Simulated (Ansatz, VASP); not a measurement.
# One calculation of SiAg2Br6, two programs

```
CELL_PARAMETERS angstrom
6.70330 0.00000 0.00000
0.00000 6.70330 0.00000
0.00000 0.00000 5.67077
ATOMIC_POSITIONS crystal
Si 0.00000 0.00000 0.00000
Ag 0.50000 0.00000 0.50000
Ag 0.00000 0.50000 0.50000
Br 0.00000 0.00000 0.50000
Br 0.50000 0.50000 0.50000
Br 0.24288 0.24288 0.00000
Br 0.75712 0.75712 0.00000
Br 0.24288 0.75712 0.00000
Br 0.75712 0.24288 0.00000
```

Change from the starting cell: ordered vacancies on the cation sites of perovskite (P4/mmm, No. 123).

Alike in both runs: functional PBE; k mesh 6 × 6 × 6; occupations gaussian, width 0.02 eV; no spin polarisation.

Ansatz relaxed the structure, and its values are those at the end. VASP's run is a single point on that final structure, the one shown.

|  | VASP | Ansatz |
| --- | --- | --- |
| version | VASP 6.6.1 | Ansatz 0.2.0 |
| potentials or method | VASP PAW PBE potentials, release 64 (Si, Ag, Br), cutoff 520 eV | scalar-relativistic, plane waves, PAW |
| valence electrons in the cell | 68 | 84 |

|  | VASP | Ansatz | Ansatz less VASP |
| --- | --- | --- | --- |
| gap on the k mesh at the Fermi level (eV) | 0.33 | 0.33 | +0.001 |
| least direct gap on the mesh (eV) | 0.33 | 0.33 | +0.001 |
| pressure (GPa) | 0.0 | 0.0 | +0.01 |

VASP's potentials hold 68 valence electrons a cell and Ansatz's 84, so a difference there can come from the potentials and not from the codes.
